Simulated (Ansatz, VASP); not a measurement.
**B: VASP beside Ansatz**

INCAR

```
SYSTEM = B
PREC     = Accurate       ! precision mode
ENCUT    = 600            ! plane-wave cutoff, eV
EDIFF    = 1E-7           ! SCF threshold, eV
ISMEAR   = 0              ! smearing method
SIGMA    = 0.1            ! smearing width, eV
LREAL    = .FALSE.        ! projectors in reciprocal space
LASPH    = .TRUE.         ! aspherical terms in the spheres
NELM     = 60             ! most SCF steps
ALGO     = Normal         ! electronic algorithm
ISIF     = 3              ! what is computed and relaxed
LWAVE    = .FALSE.        ! write WAVECAR
LCHARG   = .FALSE.        ! write CHGCAR
GGA      = PE             ! functional
IBRION   = 2              ! ionic algorithm
NSW      = 90             ! ionic steps
EDIFFG   = -0.04          ! ionic threshold
```

File KPOINTS:

```
Automatic mesh
0
G
  9 9 6
  0 0 0
```

File POSCAR:

```
B
1.0
    2.2130123495      0.0000000000      0.0000000000
   -1.1065061747      1.9165249135      0.0000000000
    0.0000000000      0.0000000000      3.5918362432
B
2
Direct
    0.3333333333      0.6666666667      0.2500000000
    0.6666666667      0.3333333333      0.7500000000
```

Input for Ansatz:

```yaml
crystal:
  lattice:
    - [2.2130123495, 0.0, 0.0]
    - [-1.1065061747, 1.9165249135, 0.0]
    - [0.0, 0.0, 3.5918362432]
  atoms:
    - { symbol: B, position: [0.3333333333, 0.6666666667, 0.25] }
    - { symbol: B, position: [0.6666666667, 0.3333333333, 0.75] }
basis:
  ecutwfc: 420
kpoints:
  mp_grid: { grid: [9, 9, 6] }
hamiltonian:
  xc: pbe
scf:
  occupations: { method: gaussian, width: 0.1 }
  lower_state_search: "off"
output:
  forces: true
  stress: true
  eigenvalues: true
relax:
  adjacent_minimum: "off"
  f_tol: 0.04
  max_steps: 70
  cell: { stress_tol: 0.4 }
```

Alike in both runs: task relaxation of cell and atoms; functional PBE; k mesh 9 × 9 × 6; occupations gaussian, width 0.1 eV; no spin polarisation.

|  | VASP | Ansatz |
| --- | --- | --- |
| version | VASP 6.6.1 | Ansatz 0.2.0 |
| potentials or method | VASP PAW PBE potentials, release 64 (B), cutoff 600 eV | scalar-relativistic, plane waves, PAW |
| valence electrons in the cell | 6 | 6 |

|  | VASP | Ansatz | Ansatz less VASP |
| --- | --- | --- | --- |
| gap on the k mesh at the Fermi level, each at its own relaxed structure (eV) | none | none | - |
| relaxed volume (Å³/atom) | 8.08 | 11.23 | +3.147 |
| relaxed cell length with the largest relative difference (Å) | 6.415 | 8.915 | +2.5005 |

A gap of «none» marks a metal or a gap that the smearing closes. One of these differences is far larger than is usual between the two programs; its cause wasn't traced.

The k mesh is coarse, so the values compare programs but aren't converged.
